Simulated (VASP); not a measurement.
# YbN (zincblende type) (F-43m) in VASP: further runs, part 3 of 3

VASP 6.6.1. Earlier steps stand in the parts before.

### Step 6. Electric field gradients, PBE (18.41 Å³/atom)

This run uses another cell than the first one, of 18.41 Å³/atom.

INCAR

```
SYSTEM = YbN
  PREC = Accurate
  ENCUT = 520
  EDIFF = 1E-8
  ISMEAR = -1
  SIGMA = 0.08
  LREAL = .FALSE.
  LASPH = .TRUE.
  NELM = 100
  ALGO = Normal
  ISIF = 2
  LWAVE = .FALSE.
  LCHARG = .FALSE.
  GGA = PE
  LEFG = .TRUE.
  NBANDS = 22
```

KPOINTS

```
Automatic mesh
0
G
  11 11 11
  0 0 0
```

POSCAR

```
YbN
1.0
    0.0000000000      2.6406531849      2.6406531849
    2.6406531849      0.0000000000      2.6406531849
    2.6406531849      2.6406531849      0.0000000000
Yb N
1 1
Direct
    0.0000000000      0.0000000000      0.0000000000
    0.2500000000      0.2500000000      0.2500000000
```

Potentials or basis: VASP PAW PBE potentials, release 64 (Yb, N).

Launch:

```console
$ cat potpaw_PBE.64/Yb/POTCAR potpaw_PBE.64/N/POTCAR > POTCAR
$ mpirun -np 1 vasp_std > vasp.out
```

OUTCAR:

```text
SYSTEM = YbN
   PREC = Accurate
   ENCUT = 520
   EDIFF = 1E-8
   ISMEAR = -1
   LREAL = .FALSE.
   LASPH = .TRUE.
   NELM = 100
   ISIF = 2
   GGA = PE

 ion  position               nearest neighbor table
   1  0.000  0.000  0.000-   2 2.29   2 2.29   2 2.29   2 2.29
   2  0.250  0.250  0.250-   1 2.29   1 2.29   1 2.29   1 2.29

  LATTYP: Found a face centered cubic cell.
 ALAT       =     5.2813063698

  Lattice vectors:

 A1 = (   0.0000000000,   2.6406531849,   2.6406531849)
 A2 = (   2.6406531849,   0.0000000000,   2.6406531849)
 A3 = (   2.6406531849,   2.6406531849,   0.0000000000)

Analysis of symmetry for initial positions (statically):
=====================================================================
 Subroutine PRICEL returns:
 Original cell was already a primitive cell.

 Routine SETGRP: Setting up the symmetry group for a
 face centered cubic supercell.

 Subroutine GETGRP returns: Found 24 space group operations
 (whereof 24 operations were pure point group operations)
 out of a pool of 48 trial point group operations.

The static configuration has the point symmetry T_d .

Analysis of symmetry for dynamics (positions and initial velocities):
=====================================================================
 Subroutine PRICEL returns:
 Original cell was already a primitive cell.

 Routine SETGRP: Setting up the symmetry group for a
 face centered cubic supercell.

 Subroutine GETGRP returns: Found 24 space group operations
 (whereof 24 operations were pure point group operations)
 out of a pool of 48 trial point group operations.

The dynamic configuration has the point symmetry T_d .

 Subroutine INISYM returns: Found 24 space group operations
 (whereof 24 operations are pure point group operations),
 and found     1 'primitive' translations

----------------------------------------------------------------------------------------

                                     Primitive cell

  volume of cell :      36.8268

  direct lattice vectors                    reciprocal lattice vectors
     0.000000000  2.640653185  2.640653185    -0.189347091  0.189347091  0.189347091
     2.640653185  0.000000000  2.640653185     0.189347091 -0.189347091  0.189347091
     2.640653185  2.640653185  0.000000000     0.189347091  0.189347091 -0.189347091

  length of vectors
     3.734447548  3.734447548  3.734447548     0.327958783  0.327958783  0.327958783

  position of ions in fractional coordinates (direct lattice)
     0.000000000  0.000000000  0.000000000
     0.250000000  0.250000000  0.250000000

  ion indices of the primitive-cell ions
   primitive index   ion index
                 1           1
                 2           2

----------------------------------------------------------------------------------------

 KPOINTS: Automatic mesh

Automatic generation of k-mesh.
 Grid dimensions read from file:
 generate k-points for:   11   11   11

 Generating k-lattice:

[... 61 lines left out ...]
   EDIFF  = 0.1E-07   stopping-criterion for ELM
   LREAL  =      F    real-space projection
   EDIFFG = 0.1E-06   stopping-criterion for IOM
   NSW    =      0    number of steps for IOM
   IBRION =     -1    ionic relax: 0-MD 1-quasi-New 2-CG
   NFREE  =      0    steps in history (QN), initial steepest desc. (CG)
   ISIF   =      2    stress and relaxation
   ISYM   =      2    0-nonsym 1-usesym 2-fastsym
   POTIM  = 0.5000    time-step for ionic-motion
   TEBEG  =    0.0;   TEEND  =   0.0 temperature during run
   PSTRESS=    0.0 pullay stress
   NELECT =      29.0000    total number of electrons
   NUPDOWN=      -1.0000    fix difference up-down
   EMIN   =  10.00;   EMAX   =-10.00  energy-range for DOS
   EFERMI =   0.00;   METHOD = LEGACY
   ISMEAR =    -1;   SIGMA  =   0.08  broadening in eV -4-tet -1-fermi 0-gaus
   EFERMI_NEDOS =   21; number of points for ismear=-14 and -15
   IALGO  =     38    algorithm
   IMIX   =      4    mixing-type and parameters
     AMIX     =   0.40;   BMIX     =  1.00
     AMIX_MAG =   1.60;   BMIX_MAG =  1.00
  volume/ion in A,a.u.               =      18.41       124.26
  Fermi-wavevector in a.u.,A,eV,Ry     =   1.511771  2.856834 31.095474  2.285453
  Thomas-Fermi vector in A             =   2.621784
   LORBIT       =      0    0 simple, 1 ext, 2 COOP (PROOUT), +10 PAW based schemes
   GGA     = PE    functional components
   LHFCALC =     F    Hartree Fock is set to
   AEXX    =    0.0000 exact exchange contribution
   IVDW    =     0    specifies the selected vdW correction
   LEPSILON=     F    determine dielectric tensor
   LRPA    =     F    only Hartree local field effects (RPA)
 non-spin polarized calculation
  energy-cutoff  :      520.00
  volume of cell :       36.83
 maximum number of plane-waves:      1006
   NGX = 13   NGY = 13   NGZ = 13

 number of electron      29.0000000 magnetization

 Free energy of the ion-electron system (eV)
  ---------------------------------------------------
  ext. energy  EPLUGINS =         0.00000000
  ---------------------------------------------------
  free energy    TOTEN  =       -13.62565238 eV

  energy without entropy =      -13.48300537  energy(sigma->0) =      -13.55432887

 E-fermi :   1.0483     XC(G=0): -10.3820

 val. band max:        1.0237188994   @ k =  -0.4545   0.2727   0.0000
 cond. band min:       1.0550156620   @ k =  -0.3636   0.4545   0.0909
 fundamental gap:      0.0312967626
 Fermi energy:         1.0482708040

 k-point     1 :       0.0000    0.0000    0.0000
  band No.  band energies     occupation
      1     -49.6748      2.00000
      2     -21.6481      2.00000
      3     -21.6481      2.00000
      4     -21.6481      2.00000
      5     -11.3952      2.00000
      6      -0.6881      2.00000
[... 589 lines left out ...]
     21      11.2494      0.00000
     22      12.3952      0.00000

 [... further k-points ...]
[... 5 lines left out ...]
  --------------------------------------------------------------------------------------
  -------------------------------------------------------------------------------------
  Total       -1.0736313     -1.0736313     -1.0736313      0.0000000     -0.0000000      0.0000000
  in kB      -46.7091149    -46.7091149    -46.7091149      0.0000000     -0.0000000      0.0000000
  external PRESSURE =     -46.7091149 kB  Pullay stress =       0.0000000 kB

 VOLUME and BASIS-vectors are now :
 -----------------------------------------------------------------------------
  energy-cutoff  :      520.00
  volume of cell :       36.83
      direct lattice vectors                 reciprocal lattice vectors
     0.000000000  2.640653185  2.640653185    -0.189347091  0.189347091  0.189347091
     2.640653185  0.000000000  2.640653185     0.189347091 -0.189347091  0.189347091
     2.640653185  2.640653185  0.000000000     0.189347091  0.189347091 -0.189347091

 POSITION                                       TOTAL-FORCE (eV/Angst)
 -----------------------------------------------------------------------------------
      0.00000      0.00000      0.00000         0.000000      0.000000      0.000000
      1.32033      1.32033      1.32033        -0.000000     -0.000000     -0.000000
 -----------------------------------------------------------------------------------
    total drift:                               -0.000000     -0.000000     -0.000000

  FREE ENERGIE OF THE ION-ELECTRON SYSTEM (eV)
  ---------------------------------------------------
  free  energy   TOTEN  =       -13.6256523789 eV

  energy  without entropy=      -13.4830053710  energy(sigma->0) =      -13.55432887

 Electric field gradients (V/A^2)
---------------------------------------------------------------------
 ion       V_xx      V_yy      V_zz      V_xy      V_xz      V_yz
---------------------------------------------------------------------
   1       0.000    -0.000     0.000     0.001     0.001     0.001
   2      -0.000    -0.000    -0.000     0.001     0.001     0.001
---------------------------------------------------------------------

 Electric field gradients after diagonalization (V/A^2)
 (convention: |V_zz| > |V_xx| > |V_yy|)
----------------------------------------------------------------------
 ion       V_xx      V_yy      V_zz     asymmetry (V_yy - V_xx)/ V_zz
----------------------------------------------------------------------
   1      -0.001    -0.001     0.003       0.000
   2      -0.001    -0.001     0.002       0.000
----------------------------------------------------------------------

           NMR quadrupolar parameters

 Cq : quadrupolar parameter    Cq=e*Q*V_zz/h
 eta: asymmetry parameters     (V_yy - V_xx)/ V_zz
 Q  : nuclear electric quadrupole moment in mb (millibarn)
----------------------------------------------------------------------
 ion       Cq(MHz)       eta       Q (mb)
----------------------------------------------------------------------
   1       0.000       0.000       1.000
   2       0.000       0.000       1.000
----------------------------------------------------------------------
```

stdout:

```text
POSCAR found type information on POSCAR YbN
 POSCAR found :  2 types and       2 ions
 scaLAPACK will be used
 LDA part: xc-table for (Slater+PW92), standard interpolation
 POSCAR, INCAR and KPOINTS ok, starting setup
 FFT: planning ... GRIDC
 FFT: planning ... GRID_SOFT
 FFT: planning ... GRID
 WAVECAR not read
 entering main loop
ion   1

ion   2
```

Wall time 2 min (1 thread of Intel Xeon Platinum 8488C (Sapphire Rapids), shared host); peak memory 0.2 GiB.

What came out:

```yaml
Free_energy: -13.6257 eV
Pressure: -4.7 GPa
Band_gap_on_the_k_mesh: zero (an odd number of electrons rules out a gap without spin polarisation)
Largest_electric_field_gradient_by_atom: under 0.05 V/Å² on every atom
```

Caveat: the cell stands under tension; spin-orbit coupling is left out, which moves the levels of the heavy elements; an odd number of electrons without spin polarisation forces a metal; a magnetic or distorted state may lie lower. Spin polarisation is off, so any magnetic state and its effect on volume and gap are missing.

### Step 7. Single point, PBE

This run uses another cell than the first one, of 17.37 Å³/atom.

POSCAR

```
YbN
1.0
    0.0000000000      2.5898587453      2.5898587453
    2.5898587453      0.0000000000      2.5898587453
    2.5898587453      2.5898587453      0.0000000000
Yb N
1 1
Direct
    0.0000000000      0.0000000000      0.0000000000
    0.2500000000      0.2500000000      0.2500000000
```

INCAR.step1

```
PREC = Accurate ; ENCUT = 520
EDIFF = 1E-6 ; ISMEAR = -1
SIGMA = 0.08 ; LREAL = F
LASPH = T ; NELM = 60
ALGO = Normal ; ISIF = 2
LWAVE = F ; LCHARG = T
LMAXMIX = 6 ; GGA = PE
NBANDS = 22
```

KPOINTS.step1

```
regular mesh
0
Gamma
  11 11 11
```

INCAR.step2

```
PREC = Accurate ; ENCUT = 520
EDIFF = 1E-6 ; ISMEAR = -5
SIGMA = 0.08 ; LREAL = F
LASPH = T ; NELM = 60
ALGO = Normal ; ISIF = 2
LWAVE = F ; LCHARG = F
LMAXMIX = 6 ; GGA = PE
LORBIT = 11 ; NBANDS = 22
NEDOS = 2001 ; ICHARG = 11
```

KPOINTS.step2

```
regular mesh
0
Gamma
  17 17 17
```

Launch:

```console
$ cat potpaw_PBE.64/Yb/POTCAR potpaw_PBE.64/N/POTCAR > POTCAR
$ cp INCAR.step1 INCAR
$ cp KPOINTS.step1 KPOINTS
$ mpirun -np 1 vasp_std > vasp.out
$ cp INCAR.step2 INCAR
$ cp KPOINTS.step2 KPOINTS
$ mpirun -np 1 vasp_std > vasp.out
```

It took 2.5 min on 1 thread of Intel Xeon Platinum 8488C (Sapphire Rapids), shared host; peak memory 0.26 GiB.

The run converged. Its results:

- Valence electrons inside the program's atomic spheres: Yb 22.29; N 3.63

Levels at points of the mesh, in eV from the Fermi level:
```
           k point  band 11  band 12  band 13  band 14  band 15  band 16  band 17  band 18  band 19  band 20
(0.00, 0.00, 0.00)    -0.40    -0.40    -0.29    -0.29    -0.29     2.25     6.50     6.50     9.64     9.64
```

Caveat: spin-orbit coupling is left out, which moves the levels of the heavy elements; an odd number of electrons without spin polarisation forces a metal; a magnetic or distorted state may lie lower. Spin polarisation is off, so any magnetic state and its effect on volume and gap are missing.

### Step 8. Overview

| task | cell | k mesh for the DOS | occupations for the DOS | gap on the mesh (eV) | pressure (GPa) |
| --- | --- | --- | --- | --- | --- |
| electric field gradients | a = 3.588 Å, angles 60.0°, 2 atoms | - | - | none | 7.7 |
| electric field gradients | a = 3.638 Å, angles 60.0°, 2 atoms | - | - | none | 2.7 |
| electric field gradients | a = 3.663 Å, angles 60.0°, 2 atoms | - | - | none | 0.5 |
| electric field gradients | a = 3.687 Å, angles 60.0°, 2 atoms | - | - | none | -1.4 |
| electric field gradients | a = 3.734 Å, angles 60.0°, 2 atoms | - | - | none | -4.7 |
| single point | a = 3.663 Å, angles 60.0°, 2 atoms | 17 × 17 × 17 | tetrahedron | - | - |

Alike in all rows: level PBE; potentials or basis VASP PAW PBE potentials, release 64 (Yb, N); no spin polarisation; k mesh 11 × 11 × 11; cutoff (eV) 520; smearing fermi-dirac 0.08 eV.

Caveats: spin-orbit coupling is left out, which moves the levels of the heavy elements; an odd number of electrons without spin polarisation forces a metal; a magnetic or distorted state may lie lower; the cell stands under pressure (at least some runs); the cell stands under tension (at least some runs).

Total energies depend on the potentials used, so only differences within one code and one set of settings carry meaning.

The gap in the log of VASP goes by the Fermi energy; the results here count the filled bands.